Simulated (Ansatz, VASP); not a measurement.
Cu6Ru in VASP and in Ansatz

Contents of INCAR:

```
  PREC = Accurate
  ENCUT = 600
  EDIFF = 1E-6
  ISMEAR = 0
  SIGMA = 0.2
  LREAL = F
  LASPH = T
  NELM = 80
  ALGO = Fast
  ISIF = 3
  LWAVE = F
  LCHARG = F
  GGA = PE
  IBRION = 2
  NSW = 36
  EDIFFG = -0.08
```

File KPOINTS:

```
Automatic mesh
0
Gamma
  4 4 4
```

File POSCAR:

```
Cu6Ru
1.0
    0.0000000000      3.5739715800      3.5739715800
    3.5739715800      0.0000000000      3.5739715800
    3.5739715800      3.5739715800      0.0000000000
Cu Ru
6 1
Direct
    0.2035127300      0.7964872700      0.7964872700
    0.7964872700      0.2035127300      0.2035127300
    0.7964872700      0.2035127300      0.7964872700
    0.2035127300      0.7964872700      0.2035127300
    0.7964872700      0.7964872700      0.2035127300
    0.2035127300      0.2035127300      0.7964872700
    0.7500000000      0.7500000000      0.7500000000
```

Input for Ansatz:

```yaml
crystal:
  lattice:
    - [0.0, 3.57397158, 3.57397158]
    - [3.57397158, 0.0, 3.57397158]
    - [3.57397158, 3.57397158, 0.0]
  atoms:
    - { symbol: Cu, position: [0.20351273, 0.79648727, 0.79648727] }
    - { symbol: Cu, position: [0.79648727, 0.20351273, 0.20351273] }
    - { symbol: Cu, position: [0.79648727, 0.20351273, 0.79648727] }
    - { symbol: Cu, position: [0.20351273, 0.79648727, 0.20351273] }
    - { symbol: Cu, position: [0.79648727, 0.79648727, 0.20351273] }
    - { symbol: Cu, position: [0.20351273, 0.20351273, 0.79648727] }
    - { symbol: Ru, position: [0.75, 0.75, 0.75] }
basis:
  ecutwfc: 420
kpoints:
  mp_grid: { grid: [4, 4, 4] }
hamiltonian:
  xc: pbe
scf:
  occupations: { method: gaussian, width: 0.2 }
  lower_state_search: "off"
output:
  forces: true
  stress: true
  eigenvalues: true
relax:
  adjacent_minimum: "off"
  f_tol: 0.08
  max_steps: 16
  cell: { stress_tol: 0.8 }
```

Alike in both runs: task relaxation of cell and atoms; functional PBE; k mesh 4 × 4 × 4; occupations gaussian, width 0.2 eV; no spin polarisation.

|  | VASP | Ansatz |
| --- | --- | --- |
| version | VASP 6.6.1 | Ansatz 0.2.0 |
| potentials or method | VASP PAW PBE potentials, release 64 (Cu, Ru_pv), cutoff 600 eV | scalar-relativistic, plane waves, PAW |
| valence electrons in the cell | 80 | 130 |

|  | VASP | Ansatz | Ansatz less VASP |
| --- | --- | --- | --- |
| gap on the k mesh at the Fermi level, each at its own relaxed structure (eV) | none | none | - |
| relaxed volume (Å³/atom) | 13.83 | 13.61 | -0.222 |
| relaxed length of the cell vector where the two differ most in proportion (Å) | 5.154 | 5.126 | -0.0277 |

A gap of «none» marks a metal or a gap that the smearing closes. VASP's potentials hold 80 valence electrons a cell and Ansatz's 130, so a difference there can come from the potentials and not from the codes.

The k mesh is coarse, so the values compare programs but aren't converged.
